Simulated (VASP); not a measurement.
# Ta3PbO (P4/mmm) in VASP: notebook, part 2 of 2

VASP 6.6.1. Earlier steps stand in the parts before.

### 5 Single point, PBE, collinear spin, ferromagnetic start

Input file INCAR:

```
SYSTEM = Ta3PbO
ALGO = Normal
EDIFF = 1E-7
ENCUT = 520
GGA = PE
ISIF = 2
ISMEAR = 0
ISPIN = 2
LASPH = .True.
LCHARG = .False.
LMAXMIX = 4
LORBIT = 11
LREAL = .False.
LWAVE = .False.
MAGMOM = 1 1 1 0 0
NBANDS = 38
NELM = 150
PREC = Accurate
SIGMA = 0.1
```

Input file KPOINTS:

```
k-points
0
Gamma
  4 4 4
  0 0 0
```

Input file POSCAR:

```
Ta3PbO
1.0
    4.6533508300      0.0000000000      0.0000000000
    0.0000000000      4.6533508300      0.0000000000
    0.0000000000      0.0000000000      5.1514563200
Ta Pb O
3 1 1
Direct
    0.0000000000      0.5000000000      0.5000000000
    0.5000000000      0.0000000000      0.5000000000
    0.5000000000      0.5000000000      0.0000000000
    0.5000000000      0.5000000000      0.5000000000
    0.0000000000      0.0000000000      0.5000000000
```

Potentials or basis: VASP PAW PBE potentials, release 64 (Ta_pv, Pb_d, O).

Run with:

```
cat potpaw_PBE.64/Ta_pv/POTCAR potpaw_PBE.64/Pb_d/POTCAR potpaw_PBE.64/O/POTCAR > POTCAR
mpirun -np 1 vasp_std > vasp.out
```

OUTCAR:

```text
SYSTEM = Ta3PbO
   EDIFF = 1E-7
   ENCUT = 520
   GGA = PE
   ISIF = 2
   ISMEAR = 0
   ISPIN = 2
   LASPH = .True.
   LORBIT = 11
   LREAL = .False.
   NELM = 150
   PREC = Accurate

 ion  position               nearest neighbor table
   1  0.000  0.500  0.500-   4 2.33   5 2.33   5 2.33   4 2.33   2 3.29   2 3.29   2 3.29   2 3.29
                             3 3.47   3 3.47   3 3.47   3 3.47
   2  0.500  0.000  0.500-   4 2.33   5 2.33   4 2.33   5 2.33   1 3.29   1 3.29   1 3.29   1 3.29
                             3 3.47   3 3.47   3 3.47   3 3.47
   3  0.500  0.500  0.000-   4 2.58   4 2.58   1 3.47   1 3.47   2 3.47   2 3.47   2 3.47   2 3.47
                             1 3.47   1 3.47
   4  0.500  0.500  0.500-   1 2.33   2 2.33   2 2.33   1 2.33   3 2.58   3 2.58
   5  0.000  0.000  0.500-   1 2.33   2 2.33   1 2.33   2 2.33

  LATTYP: Found a simple tetragonal cell.
 ALAT       =     4.6533508300
 C/A-ratio  =     1.1070423246

  Lattice vectors:

 A1 = (   4.6533508300,   0.0000000000,   0.0000000000)
 A2 = (   0.0000000000,   4.6533508300,   0.0000000000)
[... 1683 lines left out ...]
  -------------------------------------------------------------------------------------
  Total       27.5973898     27.5973898      6.2378800      0.0000000      0.0000000      0.0000000
  in kB      396.3847849    396.3847849     89.5954555      0.0000000      0.0000000      0.0000000
  external PRESSURE =     294.1216751 kB  Pullay stress =       0.0000000 kB

 VOLUME and BASIS-vectors are now :
 -----------------------------------------------------------------------------
  energy-cutoff  :      520.00
  volume of cell :      111.55
      direct lattice vectors                 reciprocal lattice vectors
     4.653350830  0.000000000  0.000000000     0.214898905  0.000000000  0.000000000
     0.000000000  4.653350830  0.000000000     0.000000000  0.214898905  0.000000000
     0.000000000  0.000000000  5.151456320     0.000000000  0.000000000  0.194119864

 POSITION                                       TOTAL-FORCE (eV/Angst)
 -----------------------------------------------------------------------------------
      0.00000      2.32668      2.57573         0.000000      0.000000      0.000000
      2.32668      0.00000      2.57573         0.000000      0.000000      0.000000
      2.32668      2.32668      0.00000         0.000000      0.000000      0.000000
      2.32668      2.32668      2.57573         0.000000      0.000000      0.000000
      0.00000      0.00000      2.57573         0.000000      0.000000      0.000000
 -----------------------------------------------------------------------------------
    total drift:                                0.000000      0.000000      0.000000

  FREE ENERGIE OF THE ION-ELECTRON SYSTEM (eV)
  ---------------------------------------------------
  free  energy   TOTEN  =       -31.1914396023 eV

  energy  without entropy=      -31.1683097468  energy(sigma->0) =      -31.17987467

 total charge

# of ion       s       p       d       tot
------------------------------------------
    1        0.320   6.158   2.488   8.966
    2        0.320   6.158   2.488   8.966
    3        0.288   6.069   2.309   8.666
    4        1.363   1.951   9.998  13.312
    5        1.555   3.351   0.000   4.905
--------------------------------------------------
tot          3.846  23.686  17.284  44.816

 magnetization (x)

# of ion       s       p       d       tot
------------------------------------------
    1       -0.003   0.003  -0.016  -0.016
    2       -0.003   0.003  -0.016  -0.016
    3        0.007   0.006   0.308   0.321
    4       -0.001  -0.002   0.002  -0.001
    5        0.002   0.050   0.000   0.053
--------------------------------------------------
tot          0.003   0.059   0.279   0.340
```

OSZICAR:

```text
N       E                     dE             d eps       ncg     rms          rms(c)
DAV:   1     0.601067070895E+03    0.60107E+03   -0.28227E+04  2752   0.151E+03
DAV:   2     0.161706824538E+02   -0.58490E+03   -0.56362E+03  2894   0.443E+02
DAV:   3    -0.326383096668E+02   -0.48809E+02   -0.46604E+02  3414   0.132E+02
[... 11 lines left out ...]
DAV:  15    -0.311913452086E+02   -0.14805E-03   -0.49848E-04  3204   0.595E-02    0.246E-02
DAV:  16    -0.311914209551E+02   -0.75746E-04   -0.40503E-04  3232   0.501E-02    0.123E-02
DAV:  17    -0.311914369341E+02   -0.15979E-04   -0.89431E-05  3414   0.292E-02    0.623E-03
DAV:  18    -0.311914393561E+02   -0.24221E-05   -0.13727E-05  3320   0.123E-02    0.325E-03
DAV:  19    -0.311914395352E+02   -0.17903E-06   -0.89034E-07  2760   0.381E-03    0.122E-03
DAV:  20    -0.311914396023E+02   -0.67173E-07   -0.39235E-07  2308   0.257E-03
   1 F= -.31191440E+02 E0= -.31179875E+02  d E =-.231299E-01  mag=     0.5953
```

stdout:

```text
POSCAR found type information on POSCAR TaPbO
 POSCAR found :  3 types and       5 ions
 scaLAPACK will be used
 LDA part: xc-table for (Slater+PW92), standard interpolation
 POSCAR, INCAR and KPOINTS ok, starting setup
 FFT: planning ... GRIDC
 FFT: planning ... GRID_SOFT
 FFT: planning ... GRID
 WAVECAR not read
 entering main loop
```

Run time: 71 s. Hardware: 1 thread of Intel Xeon 6975P-C (Granite Rapids), shared host; peak memory 0.33 GiB.

What came out:

```
Free energy                                           : -31.1914 eV
Pressure                                              : 29.4 GPa
Net moment                                            : 0.60 μB per cell
Site moments                                          : Ta -0.02, +0.32; Pb -0.00; O +0.05 μB
Valence electrons inside the program's atomic spheres : Ta 8.97, 8.67; Pb 13.31; O 4.91
```

Levels at points of the mesh, in eV from the Fermi level:
Spin up:
```csv
k point,band 24,band 25,band 26,band 27,band 28,band 29,band 30,band 31
"(0.00, 0.00, 0.00)",-1.43,-1.31,0.12,0.12,1.06,1.06,1.08,1.39
"(0.50, 0.00, 0.00)",-1.30,-1.29,-0.37,0.14,0.29,0.93,1.22,1.71
"(0.50, 0.50, 0.00)",-1.01,-0.38,-0.38,-0.25,0.55,0.62,1.09,1.13
"(0.00, 0.00, 0.50)",-1.19,-0.94,-0.94,-0.45,-0.30,0.78,0.93,1.27
"(0.50, 0.00, 0.50)",-0.91,-0.59,-0.18,0.10,0.32,0.37,0.43,0.70
"(0.50, 0.50, 0.50)",-0.98,-0.28,-0.26,0.18,0.91,0.91,1.25,1.25
```
Spin down:
| k point | band 24 | band 25 | band 26 | band 27 | band 28 | band 29 |
| --- | --- | --- | --- | --- | --- | --- |
| (0.00, 0.00, 0.00) | -1.31 | -1.24 | 0.17 | 0.17 | 1.10 | 1.10 |
| (0.50, 0.00, 0.00) | -1.22 | -1.21 | -0.18 | 0.32 | 0.37 | 1.23 |
| (0.50, 0.50, 0.00) | -0.97 | -0.19 | -0.19 | 0.18 | 0.52 | 1.00 |
| (0.00, 0.00, 0.50) | -0.91 | -0.90 | -0.90 | -0.44 | -0.07 | 0.89 |
| (0.50, 0.00, 0.50) | -0.64 | -0.38 | -0.18 | 0.25 | 0.30 | 0.52 |
| (0.50, 0.50, 0.50) | -0.91 | -0.19 | 0.06 | 0.42 | 1.08 | 1.08 |

Caveat: spin-orbit coupling is left out, which moves the levels of the heavy elements.

### 6 Single point, PBE, collinear spin, ferromagnetic start

This run uses another cell than the first one, of 27.13 Å³/atom, 1.216 times its volume.

Input file INCAR:

```
PREC = Accurate ; ENCUT = 520
EDIFF = 1E-6 ; ISMEAR = 0
SIGMA = 0.1 ; LREAL = False
LASPH = True ; NELM = 150
ALGO = Normal ; ISIF = 2
LWAVE = False ; LCHARG = False
ISPIN = 2 ; MAGMOM = 1 1 1 0 0
LORBIT = 11 ; LMAXMIX = 4
GGA = PE ; NBANDS = 38
```

Input file KPOINTS:

```
regular mesh
0
Gamma
  4 4 4
```

Edit POSCAR of step 5 so:

```diff
@@ -2,5 +2,5 @@
 1.0
-    4.6533508300      0.0000000000      0.0000000000
-    0.0000000000      4.6533508300      0.0000000000
-    0.0000000000      0.0000000000      5.1514563200
+    5.0652311604      0.0000000000      0.0000000000
+    0.0000000000      5.0652311604      0.0000000000
+    0.0000000000      0.0000000000      5.2868449767
 Ta Pb O
```

Potentials or basis: VASP PAW PBE potentials, release 64 (Ta_pv, Pb_d, O).

Run with:

```
cat potpaw_PBE.64/Ta_pv/POTCAR potpaw_PBE.64/Pb_d/POTCAR potpaw_PBE.64/O/POTCAR > POTCAR
mpirun -np 1 vasp_std > vasp.out
```

Wall time 1.8 min (1 thread of Intel Xeon 6975P-C (Granite Rapids), shared host); peak memory 0.37 GiB.

It converged, with:

```
Free energy                                           : -33.4246 eV
Pressure                                              : 0.3 GPa
Net moment                                            : 1.18 μB per cell
Site moments                                          : Ta -0.09, +0.81; Pb -0.00; O +0.08 μB
Valence electrons inside the program's atomic spheres : Ta 8.61, 8.58; Pb 12.86; O 4.82
```

Stress tensor (GPa, compression positive):
```
0.18 0.00 0.00
0.00 0.18 0.00
0.00 0.00 0.50
```

Levels at points of the mesh, in eV from the Fermi level:
Spin up:
```tsv
k point	band 25	band 26	band 27	band 28	band 29	band 30
(0.00, 0.00, 0.00)	-1.12	-0.47	-0.47	0.59	0.64	0.78
(0.50, 0.00, 0.00)	-0.90	-0.42	-0.09	0.35	0.36	0.85
(0.50, 0.50, 0.00)	-0.43	-0.43	-0.27	-0.04	0.60	0.61
(0.00, 0.00, 0.50)	-0.74	-0.74	-0.35	-0.26	0.36	0.74
(0.50, 0.00, 0.50)	-0.49	-0.23	-0.17	0.32	0.38	0.38
(0.50, 0.50, 0.50)	-0.33	-0.31	-0.24	0.82	0.82	0.97
```
Spin down:
```tsv
k point	band 24	band 25	band 26	band 27	band 28	band 29
(0.00, 0.00, 0.00)	-1.08	-0.96	-0.39	-0.39	0.58	0.81
(0.50, 0.00, 0.00)	-0.97	-0.89	0.07	0.23	0.36	0.97
(0.50, 0.50, 0.00)	-0.74	0.12	0.12	0.49	0.53	0.75
(0.00, 0.00, 0.50)	-0.72	-0.72	-0.49	-0.32	0.22	0.57
(0.50, 0.00, 0.50)	-0.30	-0.26	-0.12	0.20	0.24	0.41
(0.50, 0.50, 0.50)	-0.43	-0.13	0.25	0.30	0.94	0.94
```

Caveat: spin-orbit coupling is left out, which moves the levels of the heavy elements.

### 7 Summary

| task | spin | cell | cutoff (eV) | gap on the mesh (eV) | pressure (GPa) | moment (μB) |
| --- | --- | --- | --- | --- | --- | --- |
| single point | off | a = 4.653, b = 4.653, c = 5.151 Å, 5 atoms | 520 | none | 29.3 | - |
| single point | off | a = 5.065, b = 5.065, c = 5.287 Å, 5 atoms | 520 | none | 0.0 | - |
| relaxation of cell and atoms | off | relaxed from a = 4.653, b = 4.653, c = 5.151 Å, 5 atoms | 600 | none | 0.0 | - |
| single point | collinear, ferromagnetic start | a = 4.653, b = 4.653, c = 5.151 Å, 5 atoms | 520 | none | 29.4 | 0.60 |
| single point | collinear, ferromagnetic start | a = 5.065, b = 5.065, c = 5.287 Å, 5 atoms | 520 | none | 0.3 | 1.18 |

Alike in all rows: level PBE; potentials or basis VASP PAW PBE potentials, release 64 (Ta_pv, Pb_d, O); k mesh 4 × 4 × 4; smearing gaussian 0.1 eV.

Caveats: spin-orbit coupling is left out, which moves the levels of the heavy elements; an odd number of electrons without spin polarisation forces a metal (some runs); a magnetic or distorted state may lie lower (some runs); the volume moved by over 15 % at a fixed basis, so the end points are rough (some runs).

Absolute energies hang on the potentials; compare differences alone.
